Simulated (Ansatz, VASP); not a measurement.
**One calculation of Au, two programs**

INCAR

```
SYSTEM = Au
PREC = Accurate
ENCUT = 400
EDIFF = 1E-8
ISMEAR = -1
SIGMA = 0.03
LREAL = .FALSE.
LASPH = .TRUE.
NELM = 120
ALGO = Normal
ISIF = 2
LWAVE = .FALSE.
LCHARG = .FALSE.
GGA = PS
LEFG = .TRUE.
NBANDS = 26
GGA_COMPAT = .FALSE.
```

KPOINTS

```
Automatic mesh
0
G
  14 14 8
  0 0 0
```

The input POSCAR:

```
Au
1.0
    2.8707034943      0.0000000000      0.0000000000
   -1.4353517471      2.4861021528      0.0000000000
    0.0000000000      0.0000000000      4.8307037003
Au
2
Direct
    0.3333333333      0.6666666667      0.7500000000
    0.6666666667      0.3333333333      0.2500000000
```

Input for Ansatz:

```yaml
crystal:
  lattice:
    - [2.8707034943, 0.0, 0.0]
    - [-1.4353517471, 2.4861021528, 0.0]
    - [0.0, 0.0, 4.8307037003]
  atoms:
    - { symbol: Au, position: [0.3333333333, 0.6666666667, 0.75] }
    - { symbol: Au, position: [0.6666666667, 0.3333333333, 0.25] }
kpoints:
  mp_grid: { grid: [14, 14, 8] }
scf:
  occupations: { method: fermi_dirac, width: 0.03 }
hamiltonian:
  xc: pbesol
  pseudopotentials: { kind: paw }
output:
  forces: true
  stress: true
  eigenvalues: true
  efg: { contact_densities: true }
```

Change from the starting cell: volume scaled by 0.97, PAW files.

Alike in both runs: task electric field gradients; functional PBEsol; k mesh 14 × 14 × 8; occupations fermi-dirac, width 0.03 eV; no spin polarisation.

|  | VASP | Ansatz |
| --- | --- | --- |
| version | VASP 6.6.1 | Ansatz 0.2.0 |
| potentials or method | VASP PAW PBE potentials, release 64 (Au_sv_GW) | PAW with Ansatz's default frozen-core files, scalar-relativistic |
| plane-wave cutoff (eV) | 400 | 420 |
| valence electrons in the cell | 38 | 38 |

|  | VASP | Ansatz | Ansatz less VASP |
| --- | --- | --- | --- |
| size of Vzz on the site where it differs most (V/Å²) | 19.9 | 14.7 | -5.22 |

VASP's potentials were made for PBE, not for PBEsol. With one functional, cell and mesh, what is left measures potentials, basis and numerics.

Neither program's run includes spin-orbit coupling.
